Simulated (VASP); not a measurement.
# N2 in VASP: further runs

The runs below take N2 through single point, relaxation of the atoms, with PBEsol.

Everything below comes from runs of VASP 6.6.1. Logs are shortened: lines on timing, memory, paths and dates and some standing lists are left out, and cuts for length are marked.

**1. The cell of the first run**

The cell holds a molecule in a box, 2 atoms: a = 9.000 Å, b = 9.500 Å, c = 10.000 Å, α = 90.00°, β = 90.00°, γ = 90.00°.

**2. Single point, PBEsol**

INCAR reads:

```
SYSTEM = N
  PREC = Accurate
  ENCUT = 520
  EDIFF = 1E-6
  ISMEAR = 1
  SIGMA = 0.02
  LREAL = .False.
  LASPH = .True.
  NELM = 60
  ALGO = Normal
  ISIF = 2
  LWAVE = .False.
  LCHARG = .False.
  GGA = PS
  NBANDS = 12
```

KPOINTS reads:

```
regular mesh
0
Gamma
  1 1 1
  0 0 0
```

POSCAR reads:

```
N
1.0
    9.0000000000      0.0000000000      0.0000000000
    0.0000000000      9.5000000000      0.0000000000
    0.0000000000      0.0000000000     10.0000000000
N
2
Direct
    0.5000000000      0.5000000000      0.4450008387
    0.5000000000      0.5000000000      0.5549991613
```

Potentials or basis: VASP PAW PBE potentials, release 64 (N).

Started as:

```
> cat potpaw_PBE.64/N/POTCAR > POTCAR
> mpirun -np 1 vasp_gam > vasp.out
```

OUTCAR:

```text
SYSTEM = N
   PREC = Accurate
   ENCUT = 520
   EDIFF = 1E-6
   ISMEAR = 1
   LREAL = .False.
   LASPH = .True.
   NELM = 60
   ISIF = 2
   GGA = PS

 ion  position               nearest neighbor table
   1  0.500  0.500  0.445-   2 1.10
   2  0.500  0.500  0.555-   1 1.10

  LATTYP: Found a simple orthorhombic cell.
 ALAT       =     9.0000000000
 B/A-ratio  =     1.0555555556
 C/A-ratio  =     1.1111111111

  Lattice vectors:

 A1 = (   9.0000000000,   0.0000000000,   0.0000000000)
 A2 = (   0.0000000000,   9.5000000000,   0.0000000000)
 A3 = (   0.0000000000,   0.0000000000,  10.0000000000)

Analysis of symmetry for initial positions (statically):
=====================================================================
 Subroutine PRICEL returns:
 Original cell was already a primitive cell.

 Routine SETGRP: Setting up the symmetry group for a
 simple orthorhombic supercell.

 Subroutine GETGRP returns: Found  8 space group operations
 (whereof  8 operations were pure point group operations)
 out of a pool of  8 trial point group operations.

The static configuration has the point symmetry D_2h.

Analysis of symmetry for dynamics (positions and initial velocities):
=====================================================================
 Subroutine PRICEL returns:
 Original cell was already a primitive cell.

 Routine SETGRP: Setting up the symmetry group for a
 simple orthorhombic supercell.

 Subroutine GETGRP returns: Found  8 space group operations
 (whereof  8 operations were pure point group operations)
 out of a pool of  8 trial point group operations.

The dynamic configuration has the point symmetry D_2h.

 Subroutine INISYM returns: Found  8 space group operations
 (whereof  8 operations are pure point group operations),
 and found     1 'primitive' translations

----------------------------------------------------------------------------------------

                                     Primitive cell

  volume of cell :     855.0000

  direct lattice vectors                    reciprocal lattice vectors
     9.000000000  0.000000000  0.000000000     0.111111111  0.000000000  0.000000000
     0.000000000  9.500000000  0.000000000     0.000000000  0.105263158  0.000000000
     0.000000000  0.000000000 10.000000000     0.000000000  0.000000000  0.100000000

  length of vectors
     9.000000000  9.500000000 10.000000000     0.111111111  0.105263158  0.100000000

  position of ions in fractional coordinates (direct lattice)
     0.500000000  0.500000000  0.445000839
     0.500000000  0.500000000  0.554999161

  ion indices of the primitive-cell ions
   primitive index   ion index
                 1           1
                 2           2

----------------------------------------------------------------------------------------

 KPOINTS: regular mesh

Automatic generation of k-mesh.
 Grid dimensions read from file:
 generate k-points for:    1    1    1

 Generating k-lattice:

  Cartesian coordinates                     Fractional coordinates (reciprocal lattice)
     0.111111111  0.000000000  0.000000000     1.000000000  0.000000000  0.000000000
     0.000000000  0.105263158  0.000000000     0.000000000  1.000000000  0.000000000
     0.000000000  0.000000000  0.100000000     0.000000000  0.000000000  1.000000000

  Length of vectors
     0.111111111  0.105263158  0.100000000

  Shift w.r.t. Gamma in fractional coordinates (k-lattice)
     0.000000000  0.000000000  0.000000000

 Subroutine IBZKPT returns following result:
 ===========================================

 Found      1 irreducible k-points:

 Following reciprocal coordinates:
            Coordinates               Weight
  0.000000  0.000000  0.000000      1.000000
   k-points           NKPTS =      1   k-points in BZ     NKDIM =      1   number of bands    NBANDS=     12
   number of dos      NEDOS =    301   number of ions     NIONS =      2
   total plane-waves  NPLWV = 403200
   dimension x,y,z NGX =    70 NGY =   72 NGZ =   80
   dimension x,y,z NGXF=   140 NGYF=  144 NGZF=  160
   ions per type =               2
   NGX,Y,Z   is equivalent  to a cutoff of  12.93, 12.60, 13.30 a.u.
   NGXF,Y,Z  is equivalent  to a cutoff of  25.86, 25.20, 26.60 a.u.
 SYSTEM =  N
   PREC   = accura    normal or accurate (medium, high low for compatibility)
   ISTART =      0    job   : 0-new  1-cont  2-samecut
   ICHARG =      2    charge: 1-file 2-atom 10-const
   ISPIN  =      1    spin polarized calculation?
   LNONCOLLINEAR =      F non collinear calculations
   LSORBIT =      F    spin-orbit coupling
   LASPH  =      T    aspherical Exc in radial PAW
   ENCUT  =  520.0 eV  38.22 Ry    6.18 a.u.  16.73 17.66 18.59*2*pi/ulx,y,z
   NELM   =     60;   NELMIN=  2; NELMDL= -5     # of ELM steps
   EDIFF  = 0.1E-05   stopping-criterion for ELM
   LREAL  =      F    real-space projection
   EDIFFG = 0.1E-04   stopping-criterion for IOM
   NSW    =      0    number of steps for IOM
   IBRION =     -1    ionic relax: 0-MD 1-quasi-New 2-CG
   NFREE  =      0    steps in history (QN), initial steepest desc. (CG)
   ISIF   =      2    stress and relaxation
   ISYM   =      2    0-nonsym 1-usesym 2-fastsym
   POTIM  = 0.5000    time-step for ionic-motion
   TEBEG  =    0.0;   TEEND  =   0.0 temperature during run
   PSTRESS=    0.0 pullay stress
   NELECT =      10.0000    total number of electrons
   NUPDOWN=      -1.0000    fix difference up-down
   EMIN   =  10.00;   EMAX   =-10.00  energy-range for DOS
   EFERMI =   0.00;   METHOD = LEGACY
   ISMEAR =     1;   SIGMA  =   0.02  broadening in eV -4-tet -1-fermi 0-gaus
   EFERMI_NEDOS =   21; number of points for ismear=-14 and -15
   IALGO  =     38    algorithm
   IMIX   =      4    mixing-type and parameters
     AMIX     =   0.40;   BMIX     =  1.00
     AMIX_MAG =   1.60;   BMIX_MAG =  1.00
  volume/ion in A,a.u.               =     427.50      2884.91
  Fermi-wavevector in a.u.,A,eV,Ry     =   0.371609  0.702239  1.878872  0.138093
  Thomas-Fermi vector in A             =   1.299861
   LORBIT       =      0    0 simple, 1 ext, 2 COOP (PROOUT), +10 PAW based schemes
   GGA     = PS    functional components
   LHFCALC =     F    Hartree Fock is set to
   AEXX    =    0.0000 exact exchange contribution
   IVDW    =     0    specifies the selected vdW correction
   LEPSILON=     F    determine dielectric tensor
   LRPA    =     F    only Hartree local field effects (RPA)
 non-spin polarized calculation
 Methfessel and Paxton  Order N= 1 SIGMA  =   0.02
  energy-cutoff  :      520.00
  volume of cell :      855.00
 maximum number of plane-waves:     11510
 NGX is ok and might be reduce to    70
   NGX = 33   NGY = 35   NGZ = 37

 number of electron      10.0000000 magnetization

 Free energy of the ion-electron system (eV)
  ---------------------------------------------------
  ext. energy  EPLUGINS =         0.00000000
  ---------------------------------------------------
  free energy    TOTEN  =       -17.04946271 eV

  energy without entropy =      -17.05062229  energy(sigma->0) =      -17.04984924

 E-fermi :  -9.9717     XC(G=0):  -0.6711

 val. band max:       -9.9885238253   @ k =   0.0000   0.0000   0.0000
 cond. band min:      -1.8005055363   @ k =   0.0000   0.0000   0.0000
 fundamental gap:      8.1880182890
 Fermi energy:        -9.9716861810

 k-point     1 :       0.0000    0.0000    0.0000
  band No.  band energies     occupation
      1     -28.1729      2.00000
      2     -13.1921      2.00000
      3     -11.4963      2.00000
      4     -11.4962      2.00000
      5      -9.9885      2.00000
      6      -1.8005      0.00000
      7      -1.8000      0.00000
      8      -0.1611      0.00000
      9       1.2330      0.00000
     10       1.3076      0.00000
     11       1.3142      0.00000
     12       1.5557      0.00000

------------------------ aborting loop because EDIFF is reached ----------------------------------------

  FORCE on cell =-STRESS in cart. coord.  units (eV):
  Direction    XX          YY          ZZ          XY          YZ          ZX
  --------------------------------------------------------------------------------------
  -------------------------------------------------------------------------------------
  Total       -0.0587688     -0.0570177      1.9615592     -0.0000000      0.0000000      0.0000000
  in kB       -0.1101264     -0.1068451      3.6757494     -0.0000000      0.0000000      0.0000000
  external PRESSURE =       1.1529260 kB  Pullay stress =       0.0000000 kB

 VOLUME and BASIS-vectors are now :
 -----------------------------------------------------------------------------
  energy-cutoff  :      520.00
  volume of cell :      855.00
      direct lattice vectors                 reciprocal lattice vectors
     9.000000000  0.000000000  0.000000000     0.111111111  0.000000000  0.000000000
     0.000000000  9.500000000  0.000000000     0.000000000  0.105263158  0.000000000
     0.000000000  0.000000000 10.000000000     0.000000000  0.000000000  0.100000000

 POSITION                                       TOTAL-FORCE (eV/Angst)
 -----------------------------------------------------------------------------------
      4.50000      4.75000      4.45001         0.000000      0.000000     -1.866529
      4.50000      4.75000      5.54999         0.000000      0.000000      1.866529
 -----------------------------------------------------------------------------------
    total drift:                                0.000000      0.000000      0.000000

  FREE ENERGIE OF THE ION-ELECTRON SYSTEM (eV)
  ---------------------------------------------------
  free  energy   TOTEN  =       -17.0494627123 eV

  energy  without entropy=      -17.0506222934  energy(sigma->0) =      -17.04984924
```

It took 28 s on 1 thread of AMD EPYC 9R45 (Zen 5), shared host; peak memory 0.69 GiB.

Results:

* Free energy: -17.0495 eV
* Largest force: 1.867 eV/Å
* Gap between the frontier levels: 8.19 eV

Forces on the atoms (eV/Å):
```
N    0.000  0.000 -1.867
N    0.000  0.000  1.867
```

Levels at points of the mesh, in eV from the valence-band top:
```csv
k point,band 1,band 2,band 3,band 4,band 5,band 6,band 7,band 8,band 9,band 10
"(0.00, 0.00, 0.00)",-18.18,-3.20,-1.51,-1.51,0.00,8.19,8.19,9.83,11.22,11.30
```

Caveat: the standard files for N, O and F lose accuracy on very short bonds; the PAW data sets were made with another functional, which shifts forces and pressure a little.

**3. Relaxation of the atoms, PBEsol**

INCAR reads:

```
SYSTEM = N
ALGO = Normal
EDIFF = 1E-6
EDIFFG = -0.02
ENCUT = 520
GGA = PS
IBRION = 2
ISIF = 2
ISMEAR = 1
LASPH = .TRUE.
LCHARG = .FALSE.
LREAL = .FALSE.
LWAVE = .FALSE.
NELM = 100
NSW = 80
PREC = Accurate
SIGMA = 0.02
```

KPOINTS reads:

```
k-points
0
G
  1 1 1
  0 0 0
```

POSCAR reads:

```
N
1.0
    9.0000000000      0.0000000000      0.0000000000
    0.0000000000      9.5000000000      0.0000000000
    0.0000000000      0.0000000000     10.0000000000
N
2
Direct
    0.5000000000      0.5000000000      0.4445000000
    0.5000000000      0.5000000000      0.5555000000
```

Potentials or basis: VASP PAW PBE potentials, release 64 (N).

Started as:

```
> cat potpaw_PBE.64/N/POTCAR > POTCAR
> mpirun -np 1 vasp_gam > vasp.out
```

Wall time 61 s (1 thread of AMD EPYC 9R45 (Zen 5), shared host); peak memory 0.75 GiB.

It converged, with:

```yaml
Free_energy: -17.0602 eV
Energy_gained_by_relaxing: 0.1 meV/atom
Ionic_steps: 3
Gap_between_the_frontier_levels: 8.05 eV
```

Step by step:
```
step  energy change (eV)  largest force (eV/Å)  pressure (GPa)
   1              0.0000                0.2543            0.01
   2              0.0376                3.2048           -0.24
   3             -0.0002                0.0004           -0.01
```

Final structure:
```
N
1.0
     9.00000    0.00000    0.00000
     0.00000    9.50000    0.00000
     0.00000    0.00000   10.00000
N
2
Cartesian
  4.5000 4.7500 4.4442
  4.5000 4.7500 5.5558
```

Levels at points of the mesh, in eV from the valence-band top:
```tsv
k point	band 3	band 4	band 5	band 6	band 7	band 8
(0.00, 0.00, 0.00)	-1.42	-1.42	0.00	8.05	8.05	9.82
```

Caveat: the standard files for N, O and F lose accuracy on very short bonds; the PAW data sets were made with another functional, which shifts forces and pressure a little.
